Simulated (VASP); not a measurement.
Runs of VASP 6.6.1 on WAu. The structure is that of space group F-43m (No. 216), or close to it. The cells are those of the table. 

| task | level | spin | cell | k mesh | cutoff (eV) | smearing | gap on the mesh (eV) | pressure (GPa) | largest force (eV/Å) |
| --- | --- | --- | --- | --- | --- | --- | --- | --- | --- |
| single point | PBE | off | a = 3.886 Å, angles 60.0°, 2 atoms | 6 × 6 × 6 | 520 | methfessel-paxton 0.05 eV | none | 33.6 | 1.37 |
| single point | PBEsol | non-collinear, zero start, SOC | a = 3.886 Å, angles 60.0°, 2 atoms | 6 × 6 × 6 | 520 | fermi-dirac 0.05 eV | - | 26.3 | - |
| relaxation of cell and atoms | RPBE | off | relaxed from a = 3.886 Å, angles 60.0°, 2 atoms | 8 × 8 × 8 | 600 | fermi-dirac 0.05 eV | none | 0.0 | - |
| single point | PBE | off | a = 3.886 Å, angles 60.0°, 2 atoms | 10 × 10 × 10 | 520 | gaussian 0.05 eV | none | 33.5 | 1.37 |
| single point | PBEsol+D3(BJ) | off | a = 4.028 Å, angles 60.0°, 2 atoms | 8 × 8 × 8 | 520 | fermi-dirac 0.05 eV | none | (a) | - |
| single point | PBE | off | a = 3.860 Å, angles 60.0°, 2 atoms | 8 × 8 × 8 | 520 | fermi-dirac 0.05 eV | none | (b) | - |
| single point | BLYP | off | a = 4.180 Å, angles 60.0°, 2 atoms | 8 × 8 × 8 | 520 | fermi-dirac 0.05 eV | none | 0.7 | - |
| single point | PBE | off | a = 3.886 Å, angles 60.0°, 2 atoms | 8 × 8 × 8 | 520 | gaussian 0.015 eV | none | 33.1 | - |
| single point | revPBE | off | a = 3.886 Å, angles 60.0°, 2 atoms | 8 × 8 × 8 | 520 | fermi-dirac 0.05 eV | none | 35.1 | - |
| single point | PBE | off | a = 3.886 Å, angles 60.0°, 2 atoms | 8 × 8 × 8 | 520 | gaussian 0.028 eV | none | 33.1 | - |
| single point | PBE | off | a = 3.886 Å, angles 60.0°, 2 atoms | 8 × 8 × 8 | 520 | gaussian 0.05 eV | none | 33.5 | 1.37 |

Alike in all rows: potentials or basis VASP PAW PBE potentials, release 64 (W_sv, Au).

Task: Fill in the values left out.

Result: (a) 0.1; (b) 38.9.

Caveats: spin-orbit coupling is left out, which moves the levels of the heavy elements (some runs); the PAW data sets were made with another functional, which shifts forces and pressure a little (some runs); forces of over 1 eV/Å act on the atoms, so gaps and moduli don't describe the material at rest (some runs); pairwise dispersion overbinds metals, which lowers pressure and volume (some runs).

A k mesh can miss the band edges, and rows without SOC leave out spin-orbit coupling on Au, W.

A gap of «none» marks levels without a gap at the run's occupations.
